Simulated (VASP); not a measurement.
# CuO in VASP: single point with PBE

Aim: the single point of CuO with PBE.

Program: VASP 6.6.1. These are calculated values, not measurements. Logs are shortened: lines on timing, memory, paths and dates and some standing lists are left out, and cuts for length are marked.

**1. The cell of the first run**

The cell holds a slab with vacuum, 12 atoms: a = 2.949 Å, b = 2.949 Å, c = 29.166 Å, α = 90.00°, β = 90.00°, γ = 89.85°.

**2. Single point, PBE**

INCAR

```
PREC     = Accurate       # precision mode
ENCUT    = 520            # plane-wave cutoff, eV
EDIFF    = 1E-7           # SCF threshold, eV
ISMEAR   = 0              # smearing method
SIGMA    = 0.1            # smearing width, eV
LREAL    = False          # projectors in reciprocal space
LASPH    = True           # aspherical terms in the spheres
NELM     = 100            # most SCF steps
ALGO     = Fast           # electronic algorithm
ISIF     = 2              # what is computed and relaxed
LWAVE    = False          # write WAVECAR
LCHARG   = False          # write CHGCAR
LDIPOL   = True         
IDIPOL   = 3            
DIPOL    = 0.5 0.5 0.500
GGA      = PE             # functional
NBANDS   = 63             # bands
```

KPOINTS

```
regular mesh
0
Gamma
  12 12 1
```

POSCAR

```
CuO
1.0
    2.9487853386      0.0000000000      0.0000000000
    0.0075954037      2.9487755566      0.0000000000
    0.0000000000      0.0000000000     29.1655364807
O Cu
6 6
Direct
    0.5001622569      0.5004209878      0.2632570261
    0.5004849241      0.5004243487      0.3453913686
    0.5004957574      0.5005417027      0.4334907166
    0.5006518537      0.5005496765      0.5219000862
    0.5006587123      0.5006943589      0.6099500046
    0.5007850955      0.5007008544      0.6985081583
    0.5003532121      0.0004223540      0.3012570339
    0.0004871175      0.5004792458      0.3894591302
    0.5005780451      0.0005474873      0.4775126755
    0.0006546714      0.5006238398      0.5659873766
    0.5007163497      0.0006917560      0.6543236922
    0.0007914514      0.5007228351      0.7389627314
```

Potentials or basis: VASP PAW PBE potentials, release 64 (O, Cu).

Run with:

```console
$ cat potpaw_PBE.64/O/POTCAR potpaw_PBE.64/Cu/POTCAR > POTCAR
$ mpirun -np 1 vasp_std > vasp.out
```

OUTCAR:

```text
PREC = Accurate
   ENCUT = 520
   EDIFF = 1E-7
   ISMEAR = 0
   LREAL = False
   LASPH = True
   NELM = 100
   ISIF = 2
   GGA = PE

 ion  position               nearest neighbor table
   1  0.500  0.500  0.263-   7 1.84   7 1.84
   2  0.500  0.500  0.345-   8 1.96   8 1.96   7 1.96   7 1.96
   3  0.500  0.501  0.433-   9 1.96   9 1.96   8 1.96   8 1.96
   4  0.501  0.501  0.522-  10 1.96  10 1.96   9 1.96   9 1.96
   5  0.501  0.501  0.610-  10 1.95  10 1.95  11 1.96  11 1.96
   6  0.501  0.501  0.699-  12 1.89  12 1.89  11 1.96  11 1.96
   7  0.500  0.000  0.301-   1 1.84   1 1.84   2 1.96   2 1.96
   8  0.000  0.500  0.389-   3 1.96   3 1.96   2 1.96   2 1.96
   9  0.501  0.001  0.478-   3 1.96   3 1.96   4 1.96   4 1.96
  10  0.001  0.501  0.566-   5 1.95   5 1.95   4 1.96   4 1.96
  11  0.501  0.001  0.654-   6 1.96   6 1.96   5 1.96   5 1.96
  12  0.001  0.501  0.739-   6 1.89   6 1.89

  LATTYP: Found a base centered orthorhombic cell.
 ALAT       =     4.1648379940
 B/A-ratio  =     1.0025790996
 C/A-ratio  =     7.0028021552

  Lattice vectors:

 A1 = (  -0.0075954037,  -2.9487755566,   0.0000000000)
 A2 = (   2.9487853386,   0.0000000000,   0.0000000000)
 A3 = (   0.0000000000,   0.0000000000,  29.1655364807)

Analysis of symmetry for initial positions (statically):
=====================================================================
 Subroutine PRICEL returns:
 Original cell was already a primitive cell.

 Routine SETGRP: Setting up the symmetry group for a
 base centered orthorhombic supercell.

 Subroutine GETGRP returns: Found  1 space group operations
 (whereof  1 operations were pure point group operations)
 out of a pool of  8 trial point group operations.

The static configuration has the point symmetry C_1 .

Analysis of symmetry for dynamics (positions and initial velocities):
=====================================================================
 Subroutine PRICEL returns:
 Original cell was already a primitive cell.

 Routine SETGRP: Setting up the symmetry group for a
 base centered orthorhombic supercell.

 Subroutine GETGRP returns: Found  1 space group operations
 (whereof  1 operations were pure point group operations)
 out of a pool of  8 trial point group operations.

The dynamic configuration has the point symmetry C_1 .

 Subroutine INISYM returns: Found  1 space group operations
 (whereof  1 operations are pure point group operations),
 and found     1 'primitive' translations

----------------------------------------------------------------------------------------

                                     Primitive cell

  volume of cell :     253.6033

  direct lattice vectors                    reciprocal lattice vectors
     2.948785339  0.000000000  0.000000000     0.339122684 -0.000873506  0.000000000
     0.007595404  2.948775557  0.000000000     0.000000000  0.339123809  0.000000000
     0.000000000  0.000000000 29.165536481     0.000000000  0.000000000  0.034287043

  length of vectors
     2.948785339  2.948785339 29.165536481     0.339123809  0.339123809  0.034287043

  position of ions in fractional coordinates (direct lattice)
     0.500162257  0.500420988  0.263257026
     0.500484924  0.500424349  0.345391369
     0.500495757  0.500541703  0.433490717
     0.500651854  0.500549677  0.521900086
     0.500658712  0.500694359  0.609950005
     0.500785095  0.500700854  0.698508158
     0.500353212  0.000422354  0.301257034
     0.000487118  0.500479246  0.389459130
     0.500578045  0.000547487  0.477512676
     0.000654671  0.500623840  0.565987377
     0.500716350  0.000691756  0.654323692
     0.000791451  0.500722835  0.738962731

  ion indices of the primitive-cell ions
   primitive index   ion index
                 1           1
                 2           2
                 3           3
                 4           4
                 5           5
                 6           6
                 7           7
                 8           8
                 9           9
                10          10
                11          11
                12          12

----------------------------------------------------------------------------------------

 KPOINTS: regular mesh

Automatic generation of k-mesh.
 Grid dimensions read from file:
 generate k-points for:   12   12    1

 Generating k-lattice:

  Cartesian coordinates                     Fractional coordinates (reciprocal lattice)
     0.028260224 -0.000072792  0.000000000     0.083333333 -0.000000000  0.000000000
     0.000000000  0.028260317  0.000000000     0.000000000  0.083333333  0.000000000
     0.000000000  0.000000000  0.034287043     0.000000000  0.000000000  1.000000000

  Length of vectors
     0.028260317  0.028260317  0.034287043

  Shift w.r.t. Gamma in fractional coordinates (k-lattice)
     0.000000000  0.000000000  0.000000000

 Subroutine IBZKPT returns following result:
 ===========================================

 Found     74 irreducible k-points:

 Following reciprocal coordinates:
            Coordinates               Weight
  0.000000  0.000000  0.000000      1.000000
  0.083333  0.000000  0.000000      2.000000
  0.000000 -0.083333  0.000000      2.000000
  0.166667  0.000000  0.000000      2.000000
  0.000000 -0.166667  0.000000      2.000000
  0.250000  0.000000  0.000000      2.000000
[... 16 lines left out ...]
  0.500000  0.083333  0.000000      2.000000
 -0.083333  0.500000  0.000000      2.000000
 [... further k-points ...]
   k-points           NKPTS =     74   k-points in BZ     NKDIM =     74   number of bands    NBANDS=     63
   number of dos      NEDOS =    301   number of ions     NIONS =     12
   total plane-waves  NPLWV = 129024
   dimension x,y,z NGX =    24 NGY =   24 NGZ =  224
   dimension x,y,z NGXF=    48 NGYF=   48 NGZF=  448
   ions per type =               6   6
   NGX,Y,Z   is equivalent  to a cutoff of  13.53, 13.53, 12.77 a.u.
   NGXF,Y,Z  is equivalent  to a cutoff of  27.06, 27.06, 25.54 a.u.
 SYSTEM =  unknown system
   PREC   = accura    normal or accurate (medium, high low for compatibility)
   ISTART =      0    job   : 0-new  1-cont  2-samecut
   ICHARG =      2    charge: 1-file 2-atom 10-const
   ISPIN  =      1    spin polarized calculation?
   LNONCOLLINEAR =      F non collinear calculations
   LSORBIT =      F    spin-orbit coupling
   LASPH  =      T    aspherical Exc in radial PAW
   ENCUT  =  520.0 eV  38.22 Ry    6.18 a.u.   5.48  5.48 54.23*2*pi/ulx,y,z
   NELM   =    100;   NELMIN=  2; NELMDL= -5     # of ELM steps
   EDIFF  = 0.1E-06   stopping-criterion for ELM
   LREAL  =      F    real-space projection
   EDIFFG = 0.1E-05   stopping-criterion for IOM
   NSW    =      0    number of steps for IOM
   IBRION =     -1    ionic relax: 0-MD 1-quasi-New 2-CG
   NFREE  =      0    steps in history (QN), initial steepest desc. (CG)
   ISIF   =      2    stress and relaxation
   ISYM   =      2    0-nonsym 1-usesym 2-fastsym
   POTIM  = 0.5000    time-step for ionic-motion
   TEBEG  =    0.0;   TEEND  =   0.0 temperature during run
   PSTRESS=    0.0 pullay stress
   NELECT =     102.0000    total number of electrons
   NUPDOWN=      -1.0000    fix difference up-down
   EMIN   =  10.00;   EMAX   =-10.00  energy-range for DOS
   EFERMI =   0.00;   METHOD = LEGACY
   ISMEAR =     0;   SIGMA  =   0.10  broadening in eV -4-tet -1-fermi 0-gaus
   EFERMI_NEDOS =   21; number of points for ismear=-14 and -15
   IALGO  =     68    algorithm
   IMIX   =      4    mixing-type and parameters
     AMIX     =   0.40;   BMIX     =  1.00
     AMIX_MAG =   1.60;   BMIX_MAG =  1.00
  volume/ion in A,a.u.               =      21.13       142.62
  Fermi-wavevector in a.u.,A,eV,Ry     =   1.208435  2.283611 19.868792  1.460315
  Thomas-Fermi vector in A             =   2.344043
   LORBIT       =      0    0 simple, 1 ext, 2 COOP (PROOUT), +10 PAW based schemes
   GGA     = PE    functional components
   LHFCALC =     F    Hartree Fock is set to
   AEXX    =    0.0000 exact exchange contribution
   IVDW    =     0    specifies the selected vdW correction
   LEPSILON=     F    determine dielectric tensor
   LRPA    =     F    only Hartree local field effects (RPA)
 non-spin polarized calculation
 RMM-DIIS sequential band-by-band and
 Gauss-broadening in eV      SIGMA  =   0.10
  energy-cutoff  :      520.00
  volume of cell :      253.60
 maximum number of plane-waves:      6909
 NGX is ok and might be reduce to    24
   NGX = 11   NGY = 11   NGZ =109

 dipolmoment           0.000000      0.000000      0.686438 electrons x Angstroem

 number of electron     102.0000039 magnetization

 dipolmoment           0.000000      0.000000     -0.181408 electrons x Angstroem

 Free energy of the ion-electron system (eV)
  ---------------------------------------------------
  ext. energy  EPLUGINS =         0.00000000
  ---------------------------------------------------
  free energy    TOTEN  =       -56.71881655 eV

  energy without entropy =      -56.68406561  energy(sigma->0) =      -56.70144108

 E-fermi :  -0.5618     XC(G=0):  -6.5183

 val. band max:       -0.5625448823   @ k =   0.2500   0.0833   0.0000
 cond. band min:      -0.5565704578   @ k =   0.0000  -0.2500   0.0000
 fundamental gap:      0.0059744244
 Fermi energy:        -0.5618212234

 k-point     1 :       0.0000    0.0000    0.0000
  band No.  band energies     occupation
      1     -20.2370      2.00000
      2     -20.0980      2.00000
      3     -19.8183      2.00000
      4     -19.4470      2.00000
      5     -19.1091      2.00000
      6     -17.7602      2.00000
[... 1573 lines left out ...]
     62       6.4641      0.00000
     63       7.2030      0.00000

 [... further k-points ...]

------------------------ aborting loop because EDIFF is reached ----------------------------------------

 vacuum level on the upper side and lower side of the slab       (xc-potential included)        -1.960         1.747

  FORCE on cell =-STRESS in cart. coord.  units (eV):
  Direction    XX          YY          ZZ          XY          YZ          ZX
  --------------------------------------------------------------------------------------
  -------------------------------------------------------------------------------------
  Total        1.9266937     -2.5681334      0.7602268     -0.0189458     -0.0004637     -0.0004378
  in kB       12.1721812    -16.2245743      4.8028490     -0.1196929     -0.0029292     -0.0027657
  external PRESSURE =       0.2501520 kB  Pullay stress =       0.0000000 kB

 VOLUME and BASIS-vectors are now :
 -----------------------------------------------------------------------------
  energy-cutoff  :      520.00
  volume of cell :      253.60
      direct lattice vectors                 reciprocal lattice vectors
     2.948785339  0.000000000  0.000000000     0.339122684 -0.000873506  0.000000000
     0.007595404  2.948775557  0.000000000     0.000000000  0.339123809  0.000000000
     0.000000000  0.000000000 29.165536481     0.000000000  0.000000000  0.034287043

 POSITION                                       TOTAL-FORCE (eV/Angst)
 -----------------------------------------------------------------------------------
      1.47867      1.47563      7.67803         0.000062      0.000129     -0.118149
      1.47962      1.47564     10.07352         0.000134      0.000119     -0.005487
      1.47966      1.47599     12.64299         0.000113      0.000119     -0.001582
      1.48012      1.47601     15.22150         0.000122      0.000188     -0.001537
      1.48014      1.47644     17.78952         0.000149      0.000012      0.000851
      1.48051      1.47645     20.37237         0.000287      0.000025     -0.007820
      1.47544      0.00125      8.78632        -0.000131     -0.000109      0.063710
      0.00524      1.47580     11.35878         0.000126      0.000028     -0.000010
      1.47610      0.00161     13.92691        -0.000198     -0.000224      0.002490
      0.00573      1.47623     16.50733        -0.000049     -0.000038     -0.000241
      1.47651      0.00204     19.08370        -0.000160      0.000020     -0.006067
      0.00614      1.47652     21.55224        -0.000456     -0.000269      0.073844
 -----------------------------------------------------------------------------------
    total drift:                               -0.000826     -0.000794      0.001105

  FREE ENERGIE OF THE ION-ELECTRON SYSTEM (eV)
  ---------------------------------------------------
  free  energy   TOTEN  =       -56.7188165508 eV

  energy  without entropy=      -56.6840656061  energy(sigma->0) =      -56.70144108

 vacuum level on the upper side and lower side of the slab         3.829         7.608
```

It took 1.8 h on 1 thread of Oxide Virtual Turin-like, shared host; peak memory 0.9 GiB.

What came out:

```
Free energy            : -56.7188 eV
Largest force          : 0.118 eV/Å
Band gap on the k mesh : zero (bands 51 and 52 overlap by 0.56 eV)
```

Forces in eV/Å, atoms in the order of the input:
```
O    0.000  0.000 -0.118
O    0.000  0.000 -0.005
O    0.000  0.000 -0.002
O    0.000  0.000 -0.002
O    0.000  0.000  0.001
O    0.000  0.000 -0.008
Cu   0.000  0.000  0.064
Cu   0.000  0.000  0.000
Cu   0.000  0.000  0.002
Cu   0.000  0.000  0.000
Cu   0.000  0.000 -0.006
Cu   0.000  0.000  0.074
```

Levels at points of the mesh, in eV from the Fermi level:
| k point | band 48 | band 49 | band 50 | band 51 | band 52 | band 53 | band 54 | band 55 |
| --- | --- | --- | --- | --- | --- | --- | --- | --- |
| (0.00, 0.00, 0.00) | -0.33 | -0.27 | -0.06 | 0.27 | 0.39 | 0.54 | 0.62 | 1.14 |
| (0.50, 0.00, 0.00) | -1.39 | -0.47 | -0.07 | 0.14 | 0.56 | 0.65 | 1.25 | 2.29 |
| (0.00, 0.50, 0.00) | -0.07 | 0.11 | 0.15 | 0.24 | 0.41 | 0.55 | 0.64 | 2.68 |
| (0.50, 0.50, 0.00) | -1.18 | -1.10 | -0.97 | -0.68 | -0.26 | 0.49 | 1.04 | 2.35 |

Caveat: semilocal functionals often make such compounds metallic where correlation or magnetic order opens a gap, which also shifts bond lengths.
